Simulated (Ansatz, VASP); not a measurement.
# Pt: VASP beside Ansatz

File INCAR:

```
SYSTEM = Pt
  ALGO = Fast
  DIPOL = 0.5 0.5 0.500
  EDIFF = 1E-6
  ENCUT = 520
  GGA = PE
  IDIPOL = 3
  ISIF = 2
  ISMEAR = 0
  LASPH = .TRUE.
  LCHARG = .TRUE.
  LDIPOL = .TRUE.
  LELF = .TRUE.
  LREAL = .FALSE.
  LVACPOTAV = .TRUE.
  LVHAR = .TRUE.
  LWAVE = .FALSE.
  NBANDS = 39
  NELM = 60
  PREC = Accurate
  SIGMA = 0.1
```

The input KPOINTS:

```
k-points
0
G
  12 12 1
  0 0 0
```

The input POSCAR:

```
Pt
1.0
    2.8072933478      0.0000000000      0.0000000000
   -1.4036466739      2.4311873550      0.0000000000
    0.0000000000      0.0000000000     26.4607271005
Pt
6
Direct
    0.6666666667      0.3333333333      0.2834389233
    0.3333333333      0.6666666667      0.3700633540
    0.0000000000      0.0000000000      0.4566877847
    0.6666666667      0.3333333333      0.5433122153
    0.3333333333      0.6666666667      0.6299366460
    0.0000000000      0.0000000000      0.7165610767
```

Input for Ansatz:

```yaml
crystal:
  lattice:
    - [2.8072933478, 0.0, 0.0]
    - [-1.4036466739, 2.431187355, 0.0]
    - [0.0, 0.0, 26.4607271005]
  atoms:
    - { symbol: Pt, position: [0.6666666667, 0.3333333333, 0.2834389233] }
    - { symbol: Pt, position: [0.3333333333, 0.6666666667, 0.370063354] }
    - { symbol: Pt, position: [0.0, 0.0, 0.4566877847] }
    - { symbol: Pt, position: [0.6666666667, 0.3333333333, 0.5433122153] }
    - { symbol: Pt, position: [0.3333333333, 0.6666666667, 0.629936646] }
    - { symbol: Pt, position: [0.0, 0.0, 0.7165610767] }
basis:
  ecutwfc: 420
kpoints:
  mp_grid: { grid: [12, 12, 1] }
hamiltonian:
  xc: pbe
scf:
  occupations: { method: gaussian, width: 0.1 }
output:
  forces: true
  stress: true
  eigenvalues: true
  write_density: true
  write_potential: true
  elf: true
  volumetric_format: npy
efield:
  axis: 3
  dipole_correction: true
  ramp_width: 0.04
```

Alike in both runs: task single point; functional PBE; k mesh 12 × 12 × 1; occupations gaussian, width 0.1 eV; no spin polarisation.

|  | VASP | Ansatz |
| --- | --- | --- |
| version | VASP 6.6.1 | Ansatz 0.2.0 |
| potentials or method | VASP PAW PBE potentials, release 64 (Pt), cutoff 520 eV | scalar-relativistic, plane waves, PAW |
| valence electrons in the cell | 60 | 108 |

Ansatz gave:

* gap on the k mesh at the Fermi level (eV): none
* rms of the force components (eV/Å): 0.084
* work function, face that differs most (eV): 5.73

**Question.** Estimate VASP's values.

**Answer.** gap on the k mesh at the Fermi level (eV): none; rms of the force components (eV/Å): 0.080; work function, face that differs most (eV): 5.73.

Atom by atom the forces differ by 0.007 eV/Å (rms over components). A gap of «none» marks a metal or a gap that the smearing closes. With one functional, cell and mesh, what is left measures potentials, basis and numerics. VASP's potentials hold 60 valence electrons a cell and Ansatz's 108, so a difference there can come from the potentials and not from the codes. Ansatz's warnings: xc potential rough in thin density.

Spin-orbit coupling is off throughout.
